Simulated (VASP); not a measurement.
Runs of VASP 6.6.1 on CdSe. The structure is that of space group F-43m (No. 216), or close to it. The cells are those of the table. 

```tsv
level	cell	k mesh	gap on the mesh (eV)	pressure (GPa)
r2SCAN	a = 4.250 Å, angles 60.0°, 2 atoms	6 × 6 × 6	(c)	3.9
r2SCAN	a = 4.381 Å, angles 60.0°, 2 atoms	6 × 6 × 6	(a)	-1.3
r2SCAN	a = 4.424 Å, angles 60.0°, 2 atoms	6 × 6 × 6	0.89	-2.5
r2SCAN	a = 4.295 Å, angles 60.0°, 2 atoms	6 × 6 × 6	(b)	1.9
PBE	a = 4.467 Å, angles 60.0°, 2 atoms	6 × 6 × 6	0.37	-2.1
r2SCAN	a = 4.338 Å, angles 60.0°, 2 atoms	8 × 8 × 8	1.03	0.2
PBE	a = 4.337 Å, angles 60.0°, 2 atoms	6 × 6 × 6	0.55	1.8
PBE	a = 4.338 Å, angles 60.0°, 2 atoms	8 × 8 × 8	0.55	1.7
```

Alike in all rows: task single point; potentials or basis VASP PAW PBE potentials, release 64 (Cd, Se); no spin polarisation; cutoff (eV) 520; smearing gaussian 0.01 eV.

Estimate the missing entries.

(a) 0.96; (b) 1.09; (c) 1.17.

Caveats: the PAW data sets were made with another functional, which shifts forces and pressure a little (some runs).

A k mesh can miss the band edges, and the runs leave out spin-orbit coupling on Cd, Se.
